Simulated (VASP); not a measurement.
# As2Se (I4_1/amd) in VASP: a series of runs, part 3 of 3

VASP 6.6.1. Earlier steps stand in the parts before.

## Step 5: Relaxation of cell and atoms, PBEsol

This run uses another cell than the first one, of 22.04 Å³/atom, 1.050 times its volume.

INCAR reads:

```
PREC     = Accurate       # precision mode
ENCUT    = 600            # plane-wave cutoff, eV
EDIFF    = 1E-6           # SCF threshold, eV
ISMEAR   = 0              # smearing method
SIGMA    = 0.1            # smearing width, eV
LREAL    = False          # projectors in reciprocal space
LASPH    = True           # aspherical terms in the spheres
NELM     = 80             # most SCF steps
ALGO     = Normal         # electronic algorithm
ISIF     = 3              # what is computed and relaxed
LWAVE    = False          # write WAVECAR
LCHARG   = False          # write CHGCAR
GGA      = PS             # functional
IBRION   = 2              # ionic algorithm
NSW      = 100            # ionic steps
EDIFFG   = -0.005         # ionic threshold
```

KPOINTS reads:

```
regular mesh
0
Gamma
  8 8 8
```

POSCAR reads:

```
As2Se
1.0
   -3.5294180000      3.5294180000      2.6535710000
    3.5294180000     -3.5294180000      2.6535710000
    3.5294180000      3.5294180000     -2.6535710000
As Se
4 2
Direct
    0.8750000000      0.1250000000      0.7500000000
    0.3750000000      0.1250000000      0.2500000000
    0.8750000000      0.6250000000      0.7500000000
    0.8750000000      0.1250000000      0.2500000000
    0.5000000000      0.5000000000      0.0000000000
    0.2500000000      0.7500000000      0.5000000000
```

Potentials or basis: VASP PAW PBE potentials, release 64 (As, Se).

On the command line:

```console
> cat potpaw_PBE.64/As/POTCAR potpaw_PBE.64/Se/POTCAR > POTCAR
> mpirun -np 1 vasp_std > vasp.out
```

OUTCAR:

```text
PREC = Accurate
   ENCUT = 600
   EDIFF = 1E-6
   ISMEAR = 0
   LREAL = False
   LASPH = True
   NELM = 80
   ISIF = 3
   GGA = PS
   IBRION = 2
   NSW = 100
   EDIFFG = -0.005

 ion  position               nearest neighbor table
   1  0.875  0.125  0.750-   5 2.66   6 2.66   4 2.83   4 2.83   3 2.83   3 2.83
   2  0.375  0.125  0.250-   5 2.66   6 2.66   3 2.83   4 2.83   4 2.83   3 2.83
   3  0.875  0.625  0.750-   5 2.66   6 2.66   1 2.83   2 2.83   1 2.83   2 2.83
   4  0.875  0.125  0.250-   6 2.66   5 2.66   2 2.83   1 2.83   1 2.83   2 2.83
   5  0.500  0.500  0.000-   4 2.66   2 2.66   3 2.66   1 2.66
   6  0.250  0.750  0.500-   1 2.66   2 2.66   3 2.66   4 2.66

  LATTYP: Found a body centered tetragonal cell.
 ALAT       =     7.0588360000
 C/A-ratio  =     0.7518437884

  Lattice vectors:

 A1 = (  -3.5294180000,   3.5294180000,   2.6535710000)
 A2 = (   3.5294180000,  -3.5294180000,   2.6535710000)
 A3 = (   3.5294180000,   3.5294180000,  -2.6535710000)

Analysis of symmetry for initial positions (statically):
=====================================================================
 Subroutine PRICEL returns:
 Original cell was already a primitive cell.

 Routine SETGRP: Setting up the symmetry group for a
 body centered tetragonal supercell.

 Subroutine GETGRP returns: Found 16 space group operations
 (whereof  8 operations were pure point group operations)
 out of a pool of 16 trial point group operations.

The static configuration has the point symmetry D_2d.
 The point group associated with its full space group is D_4h.

Analysis of symmetry for dynamics (positions and initial velocities):
=====================================================================
 Subroutine PRICEL returns:
 Original cell was already a primitive cell.

 Routine SETGRP: Setting up the symmetry group for a
 body centered tetragonal supercell.

 Subroutine GETGRP returns: Found 16 space group operations
 (whereof  8 operations were pure point group operations)
 out of a pool of 16 trial point group operations.

The dynamic configuration has the point symmetry D_2d.
 The point group associated with its full space group is D_4h.

 Subroutine INISYM returns: Found 16 space group operations
 (whereof  8 operations are pure point group operations),
 and found     1 'primitive' translations

[... 108 lines left out ...]
   ISIF   =      3    stress and relaxation
   ISYM   =      2    0-nonsym 1-usesym 2-fastsym
   POTIM  = 0.5000    time-step for ionic-motion
   TEBEG  =    0.0;   TEEND  =   0.0 temperature during run
   PSTRESS=    0.0 pullay stress
   NELECT =      32.0000    total number of electrons
   NUPDOWN=      -1.0000    fix difference up-down
   EMIN   =  10.00;   EMAX   =-10.00  energy-range for DOS
   EFERMI =   0.00;   METHOD = LEGACY
   ISMEAR =     0;   SIGMA  =   0.10  broadening in eV -4-tet -1-fermi 0-gaus
   EFERMI_NEDOS =   21; number of points for ismear=-14 and -15
   IALGO  =     38    algorithm
   IMIX   =      4    mixing-type and parameters
     AMIX     =   0.40;   BMIX     =  1.00
     AMIX_MAG =   1.60;   BMIX_MAG =  1.00
  volume/ion in A,a.u.               =      22.04       148.71
  Fermi-wavevector in a.u.,A,eV,Ry     =   1.020217  1.927930 14.161523  1.040843
  Thomas-Fermi vector in A             =   2.153774
   LORBIT       =      0    0 simple, 1 ext, 2 COOP (PROOUT), +10 PAW based schemes
   GGA     = PS    functional components
   LHFCALC =     F    Hartree Fock is set to
   AEXX    =    0.0000 exact exchange contribution
   IVDW    =     0    specifies the selected vdW correction
   LEPSILON=     F    determine dielectric tensor
   LRPA    =     F    only Hartree local field effects (RPA)
 conjugate gradient relaxation of ions
 non-spin polarized calculation
 Gauss-broadening in eV      SIGMA  =   0.10
  energy-cutoff  :      600.00
  volume of cell :      132.22
 maximum number of plane-waves:      4431
 NGX is ok and might be reduce to    48
   NGX = 23   NGY = 23   NGZ = 23

--------------------------------------- Ionic step        1  -------------------------------------------

 number of electron      31.9999999 magnetization

 Free energy of the ion-electron system (eV)
  ---------------------------------------------------
  ext. energy  EPLUGINS =         0.00000000
  ---------------------------------------------------
  free energy    TOTEN  =       -27.81748200 eV

  energy without entropy =      -27.80491379  energy(sigma->0) =      -27.81119790

 E-fermi :   4.6301     XC(G=0): -10.0826

 val. band max:        4.6057029593   @ k =   0.5000  -0.0000   0.0000
 cond. band min:       4.6313948350   @ k =  -0.2500   0.5000   0.2500
 fundamental gap:      0.0256918756
 Fermi energy:         4.6300594225

 k-point     1 :       0.0000    0.0000    0.0000
  band No.  band energies     occupation
      1     -10.4322      2.00000
      2      -8.2772      2.00000
      3      -5.7689      2.00000
      4      -5.7388      2.00000
      5      -5.7388      2.00000
      6      -4.0733      2.00000
[... 862 lines left out ...]
--------------------------------------- Ionic step        9  -------------------------------------------

 number of electron      32.0000000 magnetization

 Free energy of the ion-electron system (eV)
  ---------------------------------------------------
  ext. energy  EPLUGINS =         0.00000000
  ---------------------------------------------------
  free energy    TOTEN  =       -27.88028449 eV

  energy without entropy =      -27.86877002  energy(sigma->0) =      -27.87452725

 E-fermi :   5.1556     XC(G=0): -10.2813

 val. band max:        5.1507573878   @ k =   0.5000   0.5000   0.1250
 cond. band min:       5.1587413897   @ k =   0.5000   0.1250   0.0000
 fundamental gap:      0.0079840019
 Fermi energy:         5.1556120203

 k-point     1 :       0.0000    0.0000    0.0000
  band No.  band energies     occupation
      1     -10.3128      2.00000
      2      -7.9551      2.00000
      3      -5.3546      2.00000
      4      -5.3546      2.00000
      5      -5.3181      2.00000
      6      -3.6210      2.00000
[... 576 lines left out ...]
  FREE ENERGIE OF THE ION-ELECTRON SYSTEM (eV)
  ---------------------------------------------------
  free  energy   TOTEN  =       -27.8802844909 eV

  energy  without entropy=      -27.8687700168  energy(sigma->0) =      -27.87452725

 reached required accuracy - stopping structural energy minimisation
```

OSZICAR:

```text
N       E                     dE             d eps       ncg     rms          rms(c)
DAV:   1     0.162014455283E+03    0.16201E+03   -0.14224E+04  2360   0.152E+03
DAV:   2    -0.133780270557E+02   -0.17539E+03   -0.16908E+03  3072   0.211E+02
DAV:   3    -0.275131203004E+02   -0.14135E+02   -0.13618E+02  2992   0.621E+01
[... 63 lines left out ...]
       N       E                     dE             d eps       ncg     rms          rms(c)
DAV:   1    -0.278803127277E+02   -0.42103E-04   -0.74116E-04  2480   0.143E-01    0.295E-02
DAV:   2    -0.278802927986E+02    0.19929E-04   -0.39653E-05  2576   0.358E-02    0.136E-02
DAV:   3    -0.278802850418E+02    0.77568E-05   -0.18457E-05  2548   0.206E-02    0.346E-03
DAV:   4    -0.278802844909E+02    0.55089E-06   -0.75280E-07  1256   0.588E-03
   9 F= -.27880284E+02 E0= -.27874527E+02  d E =-.226415E-04
```

CONTCAR:

```text
As2Se
   1.00000000000000
    -3.4727379797895002    3.4727379797895002    2.6184950279267372
     3.4727379797895002   -3.4727379797895002    2.6184950279267372
     3.4727379797895002    3.4727379797895002   -2.6184950279267372
  As              Se
     4     2
Direct
     0.8750000000000000    0.1250000000000000    0.7500000000000000
     0.3750000000000000    0.1250000000000000    0.2500000000000000
     0.8750000000000000    0.6250000000000000    0.7500000000000000
     0.8750000000000000    0.1250000000000000    0.2500000000000000
     0.5000000000000000    0.5000000000000000    1.0000000000000000
     0.2500000000000000    0.7500000000000000    0.5000000000000000

  0.00000000E+00  0.00000000E+00  0.00000000E+00
  0.00000000E+00  0.00000000E+00  0.00000000E+00
  0.00000000E+00  0.00000000E+00  0.00000000E+00
  0.00000000E+00  0.00000000E+00  0.00000000E+00
  0.00000000E+00  0.00000000E+00  0.00000000E+00
  0.00000000E+00  0.00000000E+00  0.00000000E+00
```

Run time: 13 min. Hardware: 1 thread of Intel Xeon Platinum 8559C (Emerald Rapids), shared host; peak memory 0.46 GiB.

What came out:

- Free energy: -27.8803 eV
- Relaxed volume: 21.05 Å³/atom
- Relaxed cell: a = 5.566 Å, b = 5.566 Å, c = 5.566 Å, α = 102.79°, β = 102.79°, γ = 123.87°
- Space group after relaxing (to 0.05 Å): I4_1/amd (No. 141)
- Energy gained by relaxing: 10.5 meV/atom
- Ionic steps: 9
- Pressure after relaxing: 0.0 GPa
- Band gap on the k mesh: zero (band 16 reaches 5.43 eV, above the bottom of band 17 at 5.01 eV)

The path:
```
step  energy change (eV)  largest force (eV/Å)  pressure (GPa)  volume (Å³)
   1              0.0000                0.0000           -3.30       132.22
   2             -0.0444                0.0000            1.94       123.71
   3             -0.0619                0.0000           -0.03       126.55
   4             -0.0618                0.0000           -0.10       126.66
   5             -0.0625                0.0000           -0.08       126.56
   6             -0.0628                0.0000           -0.07       126.44
   7             -0.0628                0.0000           -0.06       126.41
   8             -0.0628                0.0000            0.06       126.23
   9             -0.0628                0.0000            0.00       126.32
```

Final structure:
```
CELL_PARAMETERS angstrom
-3.47274 3.47274 2.61850
3.47274 -3.47274 2.61850
3.47274 3.47274 -2.61850
ATOMIC_POSITIONS crystal
As 0.87500 0.12500 0.75000
As 0.37500 0.12500 0.25000
As 0.87500 0.62500 0.75000
As 0.87500 0.12500 0.25000
Se 0.50000 0.50000 0.00000
Se 0.25000 0.75000 0.50000
```

Caveat: the PAW data sets were made with another functional, which shifts forces and pressure a little.

## Step 6: Single point, PBEsol (volume scaled by 0.88, then relaxed in part)

INCAR reads:

```
SYSTEM = As2Se
PREC     = Accurate       ! precision mode
ENCUT    = 520            ! plane-wave cutoff, eV
EDIFF    = 1E-6           ! SCF threshold, eV
ISMEAR   = 0              ! smearing method
SIGMA    = 0.1            ! smearing width, eV
LREAL    = .FALSE.        ! projectors in reciprocal space
LASPH    = .TRUE.         ! aspherical terms in the spheres
NELM     = 100            ! most SCF steps
ALGO     = Normal         ! electronic algorithm
ISIF     = 2              ! what is computed and relaxed
LWAVE    = .FALSE.        ! write WAVECAR
LCHARG   = .FALSE.        ! write CHGCAR
GGA      = PS             ! functional
NBANDS   = 25             ! bands
```

KPOINTS reads:

```
Automatic mesh
0
G
  8 8 8
  0 0 0
```

Edit POSCAR of step 5 so:

```diff
@@ -2,5 +2,5 @@
 1.0
-   -3.5294180000      3.5294180000      2.6535710000
-    3.5294180000     -3.5294180000      2.6535710000
-    3.5294180000      3.5294180000     -2.6535710000
+   -3.2568060583      3.2568060583      2.6129653598
+    3.2568060583     -3.2568060583      2.6129653598
+    3.2568060583      3.2568060583     -2.6129653598
 As Se
```

Potentials or basis: VASP PAW PBE potentials, release 64 (As, Se).

On the command line:

```console
> cat potpaw_PBE.64/As/POTCAR potpaw_PBE.64/Se/POTCAR > POTCAR
> mpirun -np 1 vasp_std > vasp.out
```

Wall time 79 s (1 thread of Intel Xeon Platinum 8488C (Sapphire Rapids), shared host); peak memory 0.33 GiB.

Results (log left out):

| Item | Value |
| --- | --- |
| Free energy | -27.3404 eV |
| Pressure | 12.4 GPa |
| Band gap on the k mesh | zero (band 16 reaches 7.12 eV, above the bottom of band 17 at 6.48 eV) |

Levels at points of the mesh, in eV from the Fermi level:
| k point | band 13 | band 14 | band 15 | band 16 | band 17 | band 18 | band 19 | band 20 |
| --- | --- | --- | --- | --- | --- | --- | --- | --- |
| (0.00, 0.00, 0.00) | -3.66 | -3.02 | -3.02 | -0.57 | 2.65 | 3.11 | 3.62 | 3.62 |
| (0.50, 0.00, 0.00) | -2.07 | -1.50 | -0.58 | -0.35 | 0.12 | 0.14 | 1.89 | 2.26 |
| (0.50, 0.50, 0.00) | -1.77 | -1.77 | -1.37 | -1.37 | -0.10 | -0.10 | 2.05 | 2.05 |
| (0.50, 0.50, 0.50) | -1.05 | -1.05 | -0.20 | -0.20 | 0.79 | 0.79 | 1.09 | 1.09 |

Caveat: the cell differs from its parent crystal (volume scaled by 0.88, then relaxed in part); the PAW data sets were made with another functional, which shifts forces and pressure a little.

## Step 7: Summary

```tsv
task	cell	cutoff (eV)	gap on the mesh (eV)	pressure (GPa)
single point	a = 5.561 Å, angles 102.8, 102.8, 123.9°, 6 atoms	520	none	0.2
relaxation of shape and atoms at fixed volume	relaxed from a = 5.505 Å, angles 102.8, 102.8, 123.9°, 6 atoms	600	none	2.6
relaxation of shape and atoms at fixed volume	relaxed from a = 5.616 Å, angles 102.8, 102.8, 123.9°, 6 atoms	600	none	-1.9
relaxation of cell and atoms	relaxed from a = 5.653 Å, angles 102.7, 102.7, 124.0°, 6 atoms	600	none	0.0
single point	a = 5.295 Å, angles 104.1, 104.1, 120.9°, 6 atoms	520	none	12.4
```

Alike in all rows: level PBEsol; potentials or basis VASP PAW PBE potentials, release 64 (As, Se); no spin polarisation; k mesh 8 × 8 × 8; smearing gaussian 0.1 eV.

Caveats: the PAW data sets were made with another functional, which shifts forces and pressure a little.

Total energies depend on the potentials used, so only differences within one code and one set of settings carry meaning.
